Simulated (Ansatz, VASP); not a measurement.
# Ga: VASP beside Ansatz

```xyz
2
Lattice="1.7028 0.9831 3.6375 -1.7028 0.9831 3.6375 0.0000 -1.9662 3.6375" Properties=species:S:1:pos:R:3 pbc="T T T"
Ga    0.0000    0.0000    2.7308
Ga    0.0000    0.0000    8.1816
```

Alike in both runs: functional PBEsol; k mesh 6 × 6 × 6; occupations gaussian, width 0.1 eV; no spin polarisation.

Ansatz relaxed the structure, and its values are those at the end. VASP's run is a single point on that final structure, the one shown.

|  | VASP | Ansatz |
| --- | --- | --- |
| version | VASP 6.6.1 | Ansatz 0.2.0 |
| potentials or method | VASP PAW PBE potentials, release 64 (Ga_d), cutoff 520 eV | scalar-relativistic, plane waves, PAW |
| valence electrons in the cell | 26 | 26 |

```csv
,VASP,Ansatz,Ansatz less VASP
gap on the k mesh at the Fermi level (eV),none,none,-
pressure (GPa),0.2,0.3,+0.09
rms of the force components (eV/Å),0.020,0.020,-0.0001
```

VASP's potentials were made for PBE, not for PBEsol. A gap of «none» marks a metal or a gap that the smearing closes. With one functional, cell and mesh, what is left measures potentials, basis and numerics.

The k mesh is coarse, so the values compare programs but aren't converged.
